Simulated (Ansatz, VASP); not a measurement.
## One calculation of BAs, two programs

The input POSCAR:

```
BAs
1.0
    0.0000000000      2.2962405084      2.2005638205
    2.2962405084      0.0000000000      2.2005638205
    2.2962405084      2.2962405084      0.0000000000
B As
1 1
Direct
    0.0000000000      0.0000000000      0.0000000000
    0.7500000000      0.7500000000      0.7500000000
```

Contents of INCAR.step1:

```
PREC = Accurate ; ENCUT = 520
ISMEAR = 0 ; SIGMA = 0.05
LREAL = F ; LASPH = T
NELM = 60 ; NBANDS = 11
GGA = PE ; ALGO = Normal
EDIFF = 1E-4 ; LWAVE = T
LCHARG = F
```

Contents of INCAR.step2:

```
PREC = Accurate ; ENCUT = 520
EDIFF = 1E-6 ; ISMEAR = 0
SIGMA = 0.05 ; LREAL = F
LASPH = T ; NELM = 60
ALGO = Normal ; ISIF = 2
LWAVE = F ; LCHARG = F
METAGGA = R2SCAN ; LMIXTAU = T
NBANDS = 11 ; ISTART = 1
```

KPOINTS

```
regular mesh
0
Gamma
  10 10 10
```

Input for Ansatz:

```yaml
crystal:
  lattice:
    - [0.0, 2.2962405084, 2.2005638205]
    - [2.2962405084, 0.0, 2.2005638205]
    - [2.2962405084, 2.2962405084, 0.0]
  atoms:
    - { symbol: B, position: [0.0, 0.0, 0.0] }
    - { symbol: As, position: [0.75, 0.75, 0.75] }
basis:
  ecutwfc: 500
kpoints:
  mp_grid: { grid: [10, 10, 10] }
hamiltonian:
  xc: r2scan
scf:
  occupations: { method: gaussian, width: 0.05 }
output:
  forces: true
  stress: true
  eigenvalues: true
```

Change from the starting cell: strain -0.040 along x and y, -0.080 along z, atoms carried along.

Alike in both runs: task single point; functional r2SCAN; k mesh 10 × 10 × 10; occupations gaussian, width 0.05 eV; no spin polarisation.

```csv
,VASP,Ansatz
version,VASP 6.6.1,Ansatz 0.2.0
potentials or method,"VASP PAW PBE potentials, release 64 (B, As), cutoff 520 eV","scalar-relativistic, plane waves, PAW"
valence electrons in the cell,8,18
```

```tsv
	VASP	Ansatz	Ansatz less VASP
gap on the k mesh at the Fermi level (eV)	0.45	0.46	+0.007
least direct gap on the mesh (eV)	3.16	3.16	-0.004
pressure (GPa)	33.2	32.3	-0.87
traceless stress, the component that is largest in VASP (GPa)	6.66	6.70	+0.042
```

VASP's potentials were made for PBE, not for r2SCAN. Both programs put the cell under a high pressure, so it lies far from rest at this level. With one functional, cell and mesh, what is left measures potentials, basis and numerics. VASP's potentials hold 8 valence electrons a cell and Ansatz's 18, so a difference there can come from the potentials and not from the codes.
